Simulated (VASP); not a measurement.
# Tl (Fm-3m) in VASP: single point with LDA

Aim: the single point of Tl with LDA.

Everything below comes from runs of VASP 6.6.1. Logs are shortened: lines on timing, memory, paths and dates and some standing lists are left out, and cuts for length are marked.

### Step 1. The cell of the first run

It takes space group Fm-3m (No. 225, cubic). Conventional cell: a = 4.777 Å, b = 4.777 Å, c = 4.777 Å, α = 90.00°, β = 90.00°, γ = 90.00°. Within 4.4 Å of Tl (site symmetry m-3m) lie 12 Tl at 3.38 Å.

This isn't the form of Tl at room conditions, which is hcp.

### Step 2. Single point, LDA

Contents of INCAR:

```
SYSTEM = Tl
PREC = Accurate ; ENCUT = 520
EDIFF = 1E-6 ; ISMEAR = -1
SIGMA = 0.13605693000000002 ; LREAL = .False.
LASPH = .True. ; NELM = 60
ALGO = Normal ; ISIF = 2
LWAVE = .False. ; LCHARG = .False.
GGA = CA ; NBANDS = 12
```

Contents of KPOINTS:

```
regular mesh
0
Gamma
  12 12 12
  0 0 0
```

Contents of POSCAR:

```
Tl
1.0
    0.0000000000      2.3882527802      2.3882527802
    2.3882527802      0.0000000000      2.3882527802
    2.3882527802      2.3882527802      0.0000000000
Tl
1
Direct
    0.0000000000      0.0000000000      0.0000000000
```

Potentials or basis: VASP PAW LDA potentials, release 64 (Tl_d).

Launch:

```bash
$ cat potpaw_LDA.64/Tl_d/POTCAR > POTCAR
$ mpirun -np 1 vasp_std > vasp.out
```

OUTCAR:

```text
SYSTEM = Tl
   PREC = Accurate
   ENCUT = 520
   EDIFF = 1E-6
   ISMEAR = -1
   LREAL = .False.
   LASPH = .True.
   NELM = 60
   ISIF = 2
   GGA = CA

 ion  position               nearest neighbor table
   1  0.000  0.000  0.000-

  LATTYP: Found a face centered cubic cell.
 ALAT       =     4.7765055604

  Lattice vectors:

 A1 = (   0.0000000000,   2.3882527802,   2.3882527802)
 A2 = (   2.3882527802,   0.0000000000,   2.3882527802)
 A3 = (   2.3882527802,   2.3882527802,   0.0000000000)

Analysis of symmetry for initial positions (statically):
=====================================================================
 Subroutine PRICEL returns:
 Original cell was already a primitive cell.

 Routine SETGRP: Setting up the symmetry group for a
 face centered cubic supercell.

 Subroutine GETGRP returns: Found 48 space group operations
 (whereof 48 operations were pure point group operations)
 out of a pool of 48 trial point group operations.

The static configuration has the point symmetry O_h .

Analysis of symmetry for dynamics (positions and initial velocities):
=====================================================================
 Subroutine PRICEL returns:
 Original cell was already a primitive cell.

 Routine SETGRP: Setting up the symmetry group for a
 face centered cubic supercell.

 Subroutine GETGRP returns: Found 48 space group operations
 (whereof 48 operations were pure point group operations)
 out of a pool of 48 trial point group operations.

The dynamic configuration has the point symmetry O_h .

 Subroutine INISYM returns: Found 48 space group operations
 (whereof 48 operations are pure point group operations),
 and found     1 'primitive' translations

----------------------------------------------------------------------------------------

                                     Primitive cell

  volume of cell :      27.2440

  direct lattice vectors                    reciprocal lattice vectors
     0.000000000  2.388252780  2.388252780    -0.209358073  0.209358073  0.209358073
     2.388252780  0.000000000  2.388252780     0.209358073 -0.209358073  0.209358073
     2.388252780  2.388252780  0.000000000     0.209358073  0.209358073 -0.209358073

  length of vectors
     3.377499472  3.377499472  3.377499472     0.362618819  0.362618819  0.362618819

  position of ions in fractional coordinates (direct lattice)
     0.000000000  0.000000000  0.000000000

  ion indices of the primitive-cell ions
   primitive index   ion index
                 1           1

----------------------------------------------------------------------------------------

 KPOINTS: regular mesh

Automatic generation of k-mesh.
 Grid dimensions read from file:
 generate k-points for:   12   12   12

 Generating k-lattice:

  Cartesian coordinates                     Fractional coordinates (reciprocal lattice)
    -0.017446506  0.017446506  0.017446506     0.083333333  0.000000000  0.000000000
     0.017446506 -0.017446506  0.017446506     0.000000000  0.083333333  0.000000000
     0.017446506  0.017446506 -0.017446506     0.000000000  0.000000000  0.083333333

  Length of vectors
     0.030218235  0.030218235  0.030218235

  Shift w.r.t. Gamma in fractional coordinates (k-lattice)
     0.000000000  0.000000000  0.000000000

 Subroutine IBZKPT returns following result:
 ===========================================

 Found     72 irreducible k-points:

 Following reciprocal coordinates:
            Coordinates               Weight
  0.000000  0.000000  0.000000      1.000000
  0.083333  0.000000  0.000000      8.000000
  0.166667  0.000000  0.000000      8.000000
  0.250000  0.000000  0.000000      8.000000
  0.333333  0.000000  0.000000      8.000000
  0.416667  0.000000  0.000000      8.000000
[... 16 lines left out ...]
  0.500000  0.166667  0.000000     24.000000
 -0.416667  0.166667  0.000000     24.000000
 [... further k-points ...]
   k-points           NKPTS =     72   k-points in BZ     NKDIM =     72   number of bands    NBANDS=     12
   number of dos      NEDOS =    301   number of ions     NIONS =      1
   total plane-waves  NPLWV =  21952
   dimension x,y,z NGX =    28 NGY =   28 NGZ =   28
   dimension x,y,z NGXF=    56 NGYF=   56 NGZF=   56
   ions per type =               1
   NGX,Y,Z   is equivalent  to a cutoff of  13.78, 13.78, 13.78 a.u.
   NGXF,Y,Z  is equivalent  to a cutoff of  27.56, 27.56, 27.56 a.u.
 SYSTEM =  Tl
   PREC   = accura    normal or accurate (medium, high low for compatibility)
   ISTART =      0    job   : 0-new  1-cont  2-samecut
   ICHARG =      2    charge: 1-file 2-atom 10-const
   ISPIN  =      1    spin polarized calculation?
   LNONCOLLINEAR =      F non collinear calculations
   LSORBIT =      F    spin-orbit coupling
   LASPH  =      T    aspherical Exc in radial PAW
   ENCUT  =  520.0 eV  38.22 Ry    6.18 a.u.   6.28  6.28  6.28*2*pi/ulx,y,z
   NELM   =     60;   NELMIN=  2; NELMDL= -5     # of ELM steps
   EDIFF  = 0.1E-05   stopping-criterion for ELM
   LREAL  =      F    real-space projection
   EDIFFG = 0.1E-04   stopping-criterion for IOM
   NSW    =      0    number of steps for IOM
   IBRION =     -1    ionic relax: 0-MD 1-quasi-New 2-CG
   NFREE  =      0    steps in history (QN), initial steepest desc. (CG)
   ISIF   =      2    stress and relaxation
   ISYM   =      2    0-nonsym 1-usesym 2-fastsym
   POTIM  = 0.5000    time-step for ionic-motion
   TEBEG  =    0.0;   TEEND  =   0.0 temperature during run
   PSTRESS=    0.0 pullay stress
   NELECT =      13.0000    total number of electrons
   NUPDOWN=      -1.0000    fix difference up-down
   EMIN   =  10.00;   EMAX   =-10.00  energy-range for DOS
   EFERMI =   0.00;   METHOD = LEGACY
   ISMEAR =    -1;   SIGMA  =   0.14  broadening in eV -4-tet -1-fermi 0-gaus
   EFERMI_NEDOS =   21; number of points for ismear=-14 and -15
   IALGO  =     38    algorithm
   IMIX   =      4    mixing-type and parameters
     AMIX     =   0.40;   BMIX     =  1.00
     AMIX_MAG =   1.60;   BMIX_MAG =  1.00
  volume/ion in A,a.u.               =      27.24       183.85
  Fermi-wavevector in a.u.,A,eV,Ry     =   1.279280  2.417489 22.266719  1.636558
  Thomas-Fermi vector in A             =   2.411775
   LORBIT       =      0    0 simple, 1 ext, 2 COOP (PROOUT), +10 PAW based schemes
   GGA     = CA    functional components
   LHFCALC =     F    Hartree Fock is set to
   AEXX    =    0.0000 exact exchange contribution
   IVDW    =     0    specifies the selected vdW correction
   LEPSILON=     F    determine dielectric tensor
   LRPA    =     F    only Hartree local field effects (RPA)
 non-spin polarized calculation
  energy-cutoff  :      520.00
  volume of cell :       27.24
 maximum number of plane-waves:       754
 NGX is ok and might be reduce to    28
   NGX = 13   NGY = 13   NGZ = 13

 number of electron      13.0000002 magnetization

 Free energy of the ion-electron system (eV)
  ---------------------------------------------------
  ext. energy  EPLUGINS =         0.00000000
  ---------------------------------------------------
  free energy    TOTEN  =        -2.93651085 eV

  energy without entropy =       -2.90449769  energy(sigma->0) =       -2.92050427

 E-fermi :   6.7629     XC(G=0): -10.7464

 val. band max:        6.6631708820   @ k =  -0.3333   0.0833   0.0000
 cond. band min:       6.7722943923   @ k =   0.4167   0.4167   0.0000
 fundamental gap:      0.1091235103
 Fermi energy:         6.7629238595

 k-point     1 :       0.0000    0.0000    0.0000
  band No.  band energies     occupation
      1      -4.8126      2.00000
      2      -4.8126      2.00000
      3      -4.8126      2.00000
      4      -4.4935      2.00000
      5      -4.4935      2.00000
      6      -3.5918      2.00000
      7      17.4550      0.00000
      8      17.4550      0.00000
      9      17.4550      0.00000
     10      17.8589      0.00000
     11      21.8557      0.00000
     12      22.4107      0.00000

 k-point     2 :       0.0833    0.0000    0.0000
  band No.  band energies     occupation
      1      -4.8206      2.00000
      2      -4.7917      2.00000
      3      -4.7917      2.00000
      4      -4.4967      2.00000
      5      -4.4967      2.00000
      6      -3.4349      2.00000
      7      15.7351      0.00000
      8      17.2975      0.00000
      9      17.2975      0.00000
     10      17.8505      0.00000
     11      21.9909      0.00000
     12      22.6275      0.00000

 k-point     3 :       0.1667    0.0000    0.0000
  band No.  band energies     occupation
      1      -4.8567      2.00000
      2      -4.7500      2.00000
      3      -4.7500      2.00000
      4      -4.4886      2.00000
      5      -4.4886      2.00000
      6      -2.9471      2.00000
      7      12.8653      0.00000
      8      16.8853      0.00000
      9      16.8853      0.00000
     10      17.8703      0.00000
     11      21.4033      0.00000
     12      22.4481      0.00000
[... 286 lines left out ...]
 k-point    23 :       0.5000    0.1667    0.0000
  band No.  band energies     occupation
      1      -4.9899      2.00000
      2      -4.7987      2.00000
      3      -4.6577      2.00000
      4      -4.4156      2.00000
      5      -4.2034      2.00000
      6       1.3705      2.00000
      7       4.9922      2.00000
      8      12.1153      0.00000
      9      13.7317      0.00000
     10      16.3807      0.00000
     11      22.2588      0.00000
     12      22.7211      0.00000

 k-point    24 :      -0.4167    0.1667    0.0000
  band No.  band energies     occupation
      1      -4.9646      2.00000
      2      -4.8088      2.00000
      3      -4.6714      2.00000
      4      -4.3678      2.00000
      5      -4.2521      2.00000
      6       1.7011      2.00000
      7       4.5882      2.00000
      8      11.5437      0.00000
      9      14.2830      0.00000
     10      16.6090      0.00000
     11      21.7432      0.00000
     12      22.3179      0.00000

 [... further k-points ...]

------------------------ aborting loop because EDIFF is reached ----------------------------------------

  FORCE on cell =-STRESS in cart. coord.  units (eV):
  Direction    XX          YY          ZZ          XY          YZ          ZX
  --------------------------------------------------------------------------------------
  -------------------------------------------------------------------------------------
  Total       -0.0132041     -0.0132041     -0.0132041      0.0000000      0.0000000      0.0000000
  in kB       -0.7765122     -0.7765122     -0.7765122      0.0000000      0.0000000      0.0000000
  external PRESSURE =      -0.7765122 kB  Pullay stress =       0.0000000 kB

 VOLUME and BASIS-vectors are now :
 -----------------------------------------------------------------------------
  energy-cutoff  :      520.00
  volume of cell :       27.24
      direct lattice vectors                 reciprocal lattice vectors
     0.000000000  2.388252780  2.388252780    -0.209358073  0.209358073  0.209358073
     2.388252780  0.000000000  2.388252780     0.209358073 -0.209358073  0.209358073
     2.388252780  2.388252780  0.000000000     0.209358073  0.209358073 -0.209358073

 POSITION                                       TOTAL-FORCE (eV/Angst)
 -----------------------------------------------------------------------------------
      0.00000      0.00000      0.00000         0.000000      0.000000     -0.000000
 -----------------------------------------------------------------------------------
    total drift:                               -0.000000     -0.000000     -0.000000

  FREE ENERGIE OF THE ION-ELECTRON SYSTEM (eV)
  ---------------------------------------------------
  free  energy   TOTEN  =        -2.9365108453 eV

  energy  without entropy=       -2.9044976874  energy(sigma->0) =       -2.92050427
```

Run time: 28 s. Hardware: 1 thread of Intel Xeon 8259CL, shared host; peak memory 0.15 GiB.

Results:

```yaml
Free_energy: -2.9365 eV
Pressure: -0.1 GPa
Band_gap_on_the_k_mesh: zero (an odd number of electrons rules out a gap without spin polarisation)
```

Caveat: spin-orbit coupling is left out, which moves the levels of the heavy elements.
